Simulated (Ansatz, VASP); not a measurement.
# BN: VASP beside Ansatz

File INCAR:

```
SYSTEM = BN
ALGO = Normal ; EDIFF = 1E-8
ENCUT = 520 ; GGA = PS
ISIF = 2 ; ISMEAR = -1
LASPH = .TRUE. ; LCHARG = .FALSE.
LEFG = .TRUE. ; LREAL = .FALSE.
LWAVE = .FALSE. ; NBANDS = 16
NELM = 100 ; PREC = Accurate
SIGMA = 0.02
```

KPOINTS

```
k-points
0
G
  11 11 4
  0 0 0
```

POSCAR

```
BN
1.0
    2.5205749141      0.0000000000      0.0000000000
   -1.2602874571      2.1828819078      0.0000000000
    0.0000000000      0.0000000000      6.7053151929
B N
2 2
Direct
    0.3333333333      0.6666666667      0.2500000000
    0.6666666667      0.3333333333      0.7500000000
    0.3333333333      0.6666666667      0.7500000000
    0.6666666667      0.3333333333      0.2500000000
```

Input for Ansatz:

```yaml
crystal:
  lattice:
    - [2.5205749141, 0.0, 0.0]
    - [-1.2602874571, 2.1828819078, 0.0]
    - [0.0, 0.0, 6.7053151929]
  atoms:
    - { symbol: B, position: [0.3333333333, 0.6666666667, 0.25] }
    - { symbol: B, position: [0.6666666667, 0.3333333333, 0.75] }
    - { symbol: "N", position: [0.3333333333, 0.6666666667, 0.75] }
    - { symbol: "N", position: [0.6666666667, 0.3333333333, 0.25] }
kpoints:
  mp_grid: { grid: [11, 11, 4] }
scf:
  occupations: { method: fermi_dirac, width: 0.02 }
hamiltonian:
  xc: pbesol
  pseudopotentials: { kind: all_electron, datasets: crystal }
output:
  forces: true
  stress: true
  eigenvalues: true
  efg: { contact_densities: true }
```

Change from the starting cell: volume scaled by 1.02, crystal datasets.

Alike in both runs: task electric field gradients; functional PBEsol; k mesh 11 × 11 × 4; occupations fermi-dirac, width 0.02 eV; no spin polarisation.

|  | VASP | Ansatz |
| --- | --- | --- |
| version | VASP 6.6.1 | Ansatz 0.2.0 |
| potentials or method | VASP PAW PBE potentials, release 64 (B, N), cutoff 520 eV | all-electron PAW with datasets made for the crystal, scalar-relativistic |

|  | VASP | Ansatz | Ansatz less VASP |
| --- | --- | --- | --- |
| gap on the k mesh at the Fermi level (eV) | 4.21 | 4.21 | +0.005 |
| pressure (GPa) | -3.9 | -4.2 | -0.31 |
| traceless stress, the component that is largest in VASP (GPa) | 4.45 | 4.92 | +0.467 |
| size of Vzz on the site where it differs most (V/Å²) | 34.2 | 28.3 | -5.94 |

VASP's potentials were made for PBE, not for PBEsol. Ansatz ran all-electron here, and VASP with PAW potentials.
